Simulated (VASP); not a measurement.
# LiH in VASP: further runs

The runs below take LiH through single point, with LDA.

Everything below comes from runs of VASP 6.6.1. Logs are shortened: lines on timing, memory, paths and dates and some standing lists are left out, and cuts for length are marked.

### Step 1. The cell of the first run

The structure is trigonal, space group R-3m (No. 166). Conventional cell: a = 2.771 Å, b = 2.771 Å, c = 6.737 Å, α = 90.00°, β = 90.00°, γ = 120.00°. Li (site symmetry -3m) has 6 H at 1.95 Å within 2.6 Å. H (site symmetry -3m) has 6 Li at 1.95 Å within 2.6 Å.

### Step 2. Single point, LDA (equal xy, yz and zx engineering shears of -0.5 %)

The input, INCAR:

```
SYSTEM = LiH
PREC     = Accurate       ! precision mode
ENCUT    = 520            ! plane-wave cutoff, eV
EDIFF    = 1E-7           ! SCF threshold, eV
ISMEAR   = 0              ! smearing method
SIGMA    = 0.01           ! smearing width, eV
LREAL    = .False.        ! projectors in reciprocal space
LASPH    = .True.         ! aspherical terms in the spheres
NELM     = 80             ! most SCF steps
ALGO     = Normal         ! electronic algorithm
ISIF     = 2              ! what is computed and relaxed
LWAVE    = .False.        ! write WAVECAR
LCHARG   = .True.         ! write CHGCAR
GGA      = CA             ! functional
LELF     = .True.         ! ELF
LVHAR    = .True.       
NBANDS   = 9              ! bands
```

The input, KPOINTS:

```
Automatic mesh
0
Gamma
  10 10 10
  0 0 0
```

The input, POSCAR:

```
LiH
1.0
   -0.0097722732      1.9495684978      1.9495684978
    1.9495684978     -0.0097722732      1.9495684978
    1.9495684978      1.9495684978     -0.0097722732
Li H
1 1
Direct
    0.0000000000      0.0000000000      0.0000000000
    0.5000000000      0.5000000000      0.5000000000
```

Potentials or basis: VASP PAW LDA potentials, release 64 (Li_sv, H).

On the command line:

```
cat potpaw_LDA.64/Li_sv/POTCAR potpaw_LDA.64/H/POTCAR > POTCAR
mpirun -np 1 vasp_std > vasp.out
```

OUTCAR:

```text
SYSTEM = LiH
   PREC = Accurate
   ENCUT = 520
   EDIFF = 1E-7
   ISMEAR = 0
   LREAL = .False.
   LASPH = .True.
   NELM = 80
   ISIF = 2
   GGA = CA

 ion  position               nearest neighbor table
   1  0.000  0.000  0.000-
   2  0.500  0.500  0.500-

  LATTYP: Found a trigonal (rhomboedric) cell.
 ALAT       =     2.7571235287
 COS(alpha) =     0.4949812503

  Lattice vectors:

 A1 = (  -0.0097722732,   1.9495684978,   1.9495684978)
 A2 = (   1.9495684978,  -0.0097722732,   1.9495684978)
 A3 = (   1.9495684978,   1.9495684978,  -0.0097722732)

Analysis of symmetry for initial positions (statically):
=====================================================================
 Subroutine PRICEL returns:
 Original cell was already a primitive cell.

 Routine SETGRP: Setting up the symmetry group for a
 trigonal (rhombohedral) supercell.

 Subroutine GETGRP returns: Found 12 space group operations
 (whereof 12 operations were pure point group operations)
 out of a pool of 12 trial point group operations.

The static configuration has the point symmetry D_3d.

Analysis of symmetry for dynamics (positions and initial velocities):
=====================================================================
 Subroutine PRICEL returns:
 Original cell was already a primitive cell.

 Routine SETGRP: Setting up the symmetry group for a
 trigonal (rhombohedral) supercell.

 Subroutine GETGRP returns: Found 12 space group operations
 (whereof 12 operations were pure point group operations)
 out of a pool of 12 trial point group operations.

The dynamic configuration has the point symmetry D_3d.

 Subroutine INISYM returns: Found 12 space group operations
 (whereof 12 operations are pure point group operations),
 and found     1 'primitive' translations

----------------------------------------------------------------------------------------

                                     Primitive cell

  volume of cell :      14.9313

  direct lattice vectors                    reciprocal lattice vectors
    -0.009772273  1.949568498  1.949568498    -0.254546695  0.255829047  0.255829047
     1.949568498 -0.009772273  1.949568498     0.255829047 -0.254546695  0.255829047
     1.949568498  1.949568498 -0.009772273     0.255829047  0.255829047 -0.254546695

  length of vectors
     2.757123529  2.757123529  2.757123529     0.442369780  0.442369780  0.442369780

  position of ions in fractional coordinates (direct lattice)
     0.000000000  0.000000000  0.000000000
     0.500000000  0.500000000  0.500000000

  ion indices of the primitive-cell ions
   primitive index   ion index
                 1           1
                 2           2

----------------------------------------------------------------------------------------

 KPOINTS: Automatic mesh

Automatic generation of k-mesh.
 Grid dimensions read from file:
 generate k-points for:   10   10   10

 Generating k-lattice:

  Cartesian coordinates                     Fractional coordinates (reciprocal lattice)
    -0.025454670  0.025582905  0.025582905     0.100000000  0.000000000  0.000000000
     0.025582905 -0.025454670  0.025582905     0.000000000  0.100000000  0.000000000
     0.025582905  0.025582905 -0.025454670     0.000000000  0.000000000  0.100000000

  Length of vectors
     0.044236978  0.044236978  0.044236978

  Shift w.r.t. Gamma in fractional coordinates (k-lattice)
     0.000000000  0.000000000  0.000000000

 Subroutine IBZKPT returns following result:
 ===========================================

 Found    116 irreducible k-points:

 Following reciprocal coordinates:
            Coordinates               Weight
  0.000000  0.000000  0.000000      1.000000
  0.100000  0.000000 -0.000000      6.000000
  0.200000  0.000000 -0.000000      6.000000
  0.300000  0.000000 -0.000000      6.000000
  0.400000  0.000000  0.000000      6.000000
  0.500000  0.000000  0.000000      3.000000
[... 16 lines left out ...]
  0.300000  0.300000  0.000000      6.000000
  0.400000  0.300000  0.000000     12.000000
 [... further k-points ...]
   k-points           NKPTS =    116   k-points in BZ     NKDIM =    116   number of bands    NBANDS=      9
   number of dos      NEDOS =    301   number of ions     NIONS =      2
   total plane-waves  NPLWV =  13824
   dimension x,y,z NGX =    24 NGY =   24 NGZ =   24
   dimension x,y,z NGXF=    48 NGYF=   48 NGZF=   48
   ions per type =               1   1
   NGX,Y,Z   is equivalent  to a cutoff of  14.47, 14.47, 14.47 a.u.
   NGXF,Y,Z  is equivalent  to a cutoff of  28.94, 28.94, 28.94 a.u.
 SYSTEM =  LiH
   PREC   = accura    normal or accurate (medium, high low for compatibility)
   ISTART =      0    job   : 0-new  1-cont  2-samecut
   ICHARG =      2    charge: 1-file 2-atom 10-const
   ISPIN  =      1    spin polarized calculation?
   LNONCOLLINEAR =      F non collinear calculations
   LSORBIT =      F    spin-orbit coupling
   LASPH  =      T    aspherical Exc in radial PAW
   ENCUT  =  520.0 eV  38.22 Ry    6.18 a.u.   5.13  5.13  5.13*2*pi/ulx,y,z
   NELM   =     80;   NELMIN=  2; NELMDL= -5     # of ELM steps
   EDIFF  = 0.1E-06   stopping-criterion for ELM
   LREAL  =      F    real-space projection
   EDIFFG = 0.1E-05   stopping-criterion for IOM
   NSW    =      0    number of steps for IOM
   IBRION =     -1    ionic relax: 0-MD 1-quasi-New 2-CG
   NFREE  =      0    steps in history (QN), initial steepest desc. (CG)
   ISIF   =      2    stress and relaxation
   ISYM   =      2    0-nonsym 1-usesym 2-fastsym
   POTIM  = 0.5000    time-step for ionic-motion
   TEBEG  =    0.0;   TEEND  =   0.0 temperature during run
   PSTRESS=    0.0 pullay stress
   NELECT =       4.0000    total number of electrons
   NUPDOWN=      -1.0000    fix difference up-down
   EMIN   =  10.00;   EMAX   =-10.00  energy-range for DOS
   EFERMI =   0.00;   METHOD = LEGACY
   ISMEAR =     0;   SIGMA  =   0.01  broadening in eV -4-tet -1-fermi 0-gaus
   EFERMI_NEDOS =   21; number of points for ismear=-14 and -15
   IALGO  =     38    algorithm
   IMIX   =      4    mixing-type and parameters
     AMIX     =   0.40;   BMIX     =  1.00
     AMIX_MAG =   1.60;   BMIX_MAG =  1.00
  volume/ion in A,a.u.               =       7.47        50.38
  Fermi-wavevector in a.u.,A,eV,Ry     =   1.055347  1.994317 15.153588  1.113757
  Thomas-Fermi vector in A             =   2.190542
   LORBIT       =      0    0 simple, 1 ext, 2 COOP (PROOUT), +10 PAW based schemes
   GGA     = CA    functional components
   LHFCALC =     F    Hartree Fock is set to
   AEXX    =    0.0000 exact exchange contribution
   IVDW    =     0    specifies the selected vdW correction
   LEPSILON=     F    determine dielectric tensor
   LRPA    =     F    only Hartree local field effects (RPA)
 non-spin polarized calculation
 Gauss-broadening in eV      SIGMA  =   0.01
  energy-cutoff  :      520.00
  volume of cell :       14.93
 maximum number of plane-waves:       411
 NGX is ok and might be reduce to    24
   NGX = 11   NGY = 11   NGZ = 11

 number of electron       4.0000002 magnetization

 Free energy of the ion-electron system (eV)
  ---------------------------------------------------
  ext. energy  EPLUGINS =         0.00000000
  ---------------------------------------------------
  free energy    TOTEN  =        -6.49616051 eV

  energy without entropy =       -6.49616051  energy(sigma->0) =       -6.49616051

 E-fermi :   0.8280     XC(G=0):  -9.0581

 val. band max:        0.5881104478   @ k =   0.5000   0.5000   0.0000
 cond. band min:       3.1184317352   @ k =   0.5000   0.5000   0.0000
 fundamental gap:      2.5303212874
 Fermi energy:         0.8279609980

 k-point     1 :       0.0000    0.0000    0.0000
  band No.  band energies     occupation
      1     -42.8363      2.00000
      2      -5.2578      2.00000
      3      17.7109      0.00000
      4      18.6782      0.00000
      5      18.6782      0.00000
      6      18.9017      0.00000
      7      23.6452      0.00000
      8      23.6452      0.00000
      9      23.9314      0.00000

 k-point     2 :       0.1000    0.0000   -0.0000
  band No.  band energies     occupation
      1     -42.8297      2.00000
      2      -5.0806      2.00000
      3      15.7255      0.00000
      4      18.0751      0.00000
      5      18.2794      0.00000
      6      18.4681      0.00000
      7      23.1869      0.00000
      8      24.5119      0.00000
      9      24.7644      0.00000

 k-point     3 :       0.2000    0.0000   -0.0000
  band No.  band energies     occupation
      1     -42.8123      2.00000
      2      -4.5611      2.00000
      3      12.1368      0.00000
      4      16.8804      0.00000
      5      17.6336      0.00000
      6      17.8025      0.00000
      7      24.0969      0.00000
      8      24.4310      0.00000
      9      24.5028      0.00000

 k-point     4 :       0.3000    0.0000   -0.0000
  band No.  band energies     occupation
      1     -42.7910      2.00000
      2      -3.7589      2.00000
      3       8.8224      0.00000
      4      15.7848      0.00000
      5      17.2398      0.00000
      6      17.3779      0.00000
      7      22.2880      0.00000
      8      22.3719      0.00000
      9      25.7623      0.00000
[... 205 lines left out ...]
 k-point    22 :      -0.2000    0.2000    0.0000
  band No.  band energies     occupation
      1     -42.7839      2.00000
      2      -3.4098      2.00000
      3       9.9662      0.00000
      4      10.5538      0.00000
      5      17.0769      0.00000
      6      17.8642      0.00000
      7      23.0722      0.00000
      8      25.2360      0.00000
      9      26.9560      0.00000

 k-point    23 :       0.3000    0.3000    0.0000
  band No.  band energies     occupation
      1     -42.7766      2.00000
      2      -2.9702      2.00000
      3       9.3365      0.00000
      4      12.7490      0.00000
      5      12.9206      0.00000
      6      16.2752      0.00000
      7      18.6221      0.00000
      8      30.3180      0.00000
      9      32.6669      0.00000

 k-point    24 :       0.4000    0.3000    0.0000
  band No.  band energies     occupation
      1     -42.7631      2.00000
      2      -2.0341      2.00000
      3       7.2569      0.00000
      4      10.9810      0.00000
      5      12.4575      0.00000
      6      17.1539      0.00000
      7      18.6840      0.00000
      8      31.3557      0.00000
      9      31.6415      0.00000

 [... further k-points ...]

------------------------ aborting loop because EDIFF is reached ----------------------------------------

  FORCE on cell =-STRESS in cart. coord.  units (eV):
  Direction    XX          YY          ZZ          XY          YZ          ZX
  --------------------------------------------------------------------------------------
  -------------------------------------------------------------------------------------
  Total       -0.0212634     -0.0212634     -0.0212634      0.0237936      0.0237936      0.0237936
  in kB       -2.2816318     -2.2816318     -2.2816318      2.5531228      2.5531228      2.5531228
  external PRESSURE =      -2.2816318 kB  Pullay stress =       0.0000000 kB

 VOLUME and BASIS-vectors are now :
 -----------------------------------------------------------------------------
  energy-cutoff  :      520.00
  volume of cell :       14.93
      direct lattice vectors                 reciprocal lattice vectors
    -0.009772273  1.949568498  1.949568498    -0.254546695  0.255829047  0.255829047
     1.949568498 -0.009772273  1.949568498     0.255829047 -0.254546695  0.255829047
     1.949568498  1.949568498 -0.009772273     0.255829047  0.255829047 -0.254546695

 POSITION                                       TOTAL-FORCE (eV/Angst)
 -----------------------------------------------------------------------------------
      0.00000      0.00000      0.00000         0.000000     -0.000000      0.000000
      1.94468      1.94468      1.94468        -0.000000      0.000000     -0.000000
 -----------------------------------------------------------------------------------
    total drift:                                0.000000     -0.000000     -0.000000

  FREE ENERGIE OF THE ION-ELECTRON SYSTEM (eV)
  ---------------------------------------------------
  free  energy   TOTEN  =        -6.4961605070 eV

  energy  without entropy=       -6.4961605070  energy(sigma->0) =       -6.49616051
```

Wall time 13 s (1 thread of AMD EPYC 7R13 (Zen 3), shared host); peak memory 0.1 GiB.

What came out:

- Free energy: -6.4962 eV
- Band gap on the k mesh: 2.53 eV, direct

Levels at points of the mesh, in eV from the valence-band top:
```tsv
k point	band 1	band 2	band 3	band 4	band 5	band 6
(0.00, 0.00, 0.00)	-43.42	-5.85	17.12	18.09	18.09	18.31
(0.50, 0.00, 0.00)	-43.36	-3.02	4.80	14.22	16.64	16.73
(0.50, 0.50, 0.00)	-43.33	0.00	2.53	10.66	10.84	14.12
(0.50, 0.50, 0.50)	-43.35	-2.94	4.88	14.08	16.55	16.55
```

Caveat: the cell differs from its parent crystal (equal xy, yz and zx engineering shears of -0.5 %); the cutoff is under 1.25 times the usual one of these potentials, so pressure, stress and relaxed cells hold a basis-set (Pulay) error.

### Step 3. Single point, LDA (equal xy, yz and zx engineering shears of +0.5 %)

The input, INCAR:

```
ALGO     = Normal         # electronic algorithm
EDIFF    = 1E-7           # SCF threshold, eV
ENCUT    = 520            # plane-wave cutoff, eV
GGA      = CA             # functional
ISIF     = 2              # what is computed and relaxed
ISMEAR   = 0              # smearing method
LASPH    = T              # aspherical terms in the spheres
LCHARG   = F              # write CHGCAR
LREAL    = F              # projectors in reciprocal space
LWAVE    = F              # write WAVECAR
NBANDS   = 9              # bands
NELM     = 80             # most SCF steps
PREC     = Accurate       # precision mode
SIGMA    = 0.01           # smearing width, eV
```

The input, KPOINTS:

```
k-points
0
Gamma
  10 10 10
```

The input, POSCAR:

```
LiH
1.0
    0.0097722732      1.9593407710      1.9593407710
    1.9593407710      0.0097722732      1.9593407710
    1.9593407710      1.9593407710      0.0097722732
Li H
1 1
Direct
    0.0000000000      0.0000000000      0.0000000000
    0.5000000000      0.5000000000      0.5000000000
```

Potentials or basis: VASP PAW LDA potentials, release 64 (Li_sv, H).

On the command line:

```
cat potpaw_LDA.64/Li_sv/POTCAR potpaw_LDA.64/H/POTCAR > POTCAR
mpirun -np 1 vasp_std > vasp.out
```

Wall time 12 s (1 thread of AMD EPYC 7R13 (Zen 3), shared host); peak memory 0.1 GiB.

It converged, with:

```yaml
Free_energy: -6.4961 eV
Band_gap_on_the_k_mesh: 2.53 eV, direct
```

Levels at points of the mesh, in eV from the valence-band top:
| k point | band 1 | band 2 | band 3 | band 4 | band 5 | band 6 | band 7 |
| --- | --- | --- | --- | --- | --- | --- | --- |
| (0.00, 0.00, 0.00) | -43.42 | -5.85 | 17.12 | 18.01 | 18.24 | 18.24 | 22.97 |
| (0.50, 0.00, 0.00) | -43.35 | -2.98 | 4.84 | 14.15 | 16.58 | 16.66 | 19.45 |
| (0.50, 0.50, 0.00) | -43.33 | 0.00 | 2.53 | 10.66 | 10.83 | 14.12 | 18.08 |
| (0.50, 0.50, 0.50) | -43.36 | -3.05 | 4.77 | 14.29 | 16.75 | 16.75 | 19.67 |

Caveat: the cell differs from its parent crystal (equal xy, yz and zx engineering shears of +0.5 %); the cutoff is under 1.25 times the usual one of these potentials, so pressure, stress and relaxed cells hold a basis-set (Pulay) error.

### Step 4. Single point, LDA (atom 1 moved by [0.01, 0.01, 0.01] A)

The input, INCAR:

```
ALGO = Normal ; EDIFF = 1E-7
ENCUT = 520 ; GGA = CA
ISIF = 2 ; ISMEAR = 0
LASPH = True ; LCHARG = True
LELF = True ; LREAL = False
LVHAR = True ; LWAVE = False
NBANDS = 9 ; NELM = 100
PREC = Accurate ; SIGMA = 0.01
```

KPOINTS is that of step 3.

The input, POSCAR:

```
LiH
1.0
    0.0000000000      1.9544546344      1.9544546344
    1.9544546344      0.0000000000      1.9544546344
    1.9544546344      1.9544546344      0.0000000000
Li H
1 1
Direct
    0.0025582584      0.0025582584      0.0025582584
    0.5000000000      0.5000000000      0.5000000000
```

On the command line:

```
cat potpaw_LDA.64/Li_sv/POTCAR potpaw_LDA.64/H/POTCAR > POTCAR
mpirun -np 1 vasp_std > vasp.out
```

Wall time 12 s (1 thread of AMD EPYC 7R13 (Zen 3), shared host); peak memory 0.1 GiB.

The run converged. Its results:

| Item | Value |
| --- | --- |
| Free energy | -6.4961 eV |
| Largest force | 0.024 eV/Å |
| Band gap on the k mesh | 2.53 eV, direct |

Forces in eV/Å, atoms in the order of the input:
```
Li  -0.014 -0.014 -0.014
H    0.014  0.014  0.014
```

Levels at points of the mesh, in eV from the valence-band top:
```
           k point  band 1  band 2  band 3  band 4  band 5
(0.00, 0.00, 0.00)  -43.42   -5.84   17.11   18.17   18.17
(0.50, 0.00, 0.00)  -43.35   -3.00    4.82   14.19   16.65
(0.50, 0.50, 0.50)  -43.35   -3.00    4.82   14.19   16.65
(0.50, 0.50, 0.00)  -43.33    0.00    2.53   10.75   10.75
```

Caveat: the cell differs from its parent crystal (atom 1 moved by [0.01, 0.01, 0.01] A); the cutoff is under 1.25 times the usual one of these potentials, so pressure, stress and relaxed cells hold a basis-set (Pulay) error. A k mesh can miss the band edges.

### Step 5. Summary

| cell | gap on the mesh (eV) |
| --- | --- |
| a = 2.757 Å, angles 60.3°, 2 atoms | 2.53 |
| a = 2.771 Å, angles 59.7°, 2 atoms | 2.53 |
| a = 2.764 Å, angles 60.0°, 2 atoms | 2.53 |

Alike in all rows: task single point; level LDA; potentials or basis VASP PAW LDA potentials, release 64 (Li_sv, H); no spin polarisation; k mesh 10 × 10 × 10; cutoff (eV) 520; smearing gaussian 0.01 eV.

Caveats: the cutoff is under 1.25 times the usual one of these potentials, so pressure, stress and relaxed cells hold a basis-set (Pulay) error.

Total energies depend on the potentials used, so only differences within one code and one set of settings carry meaning.
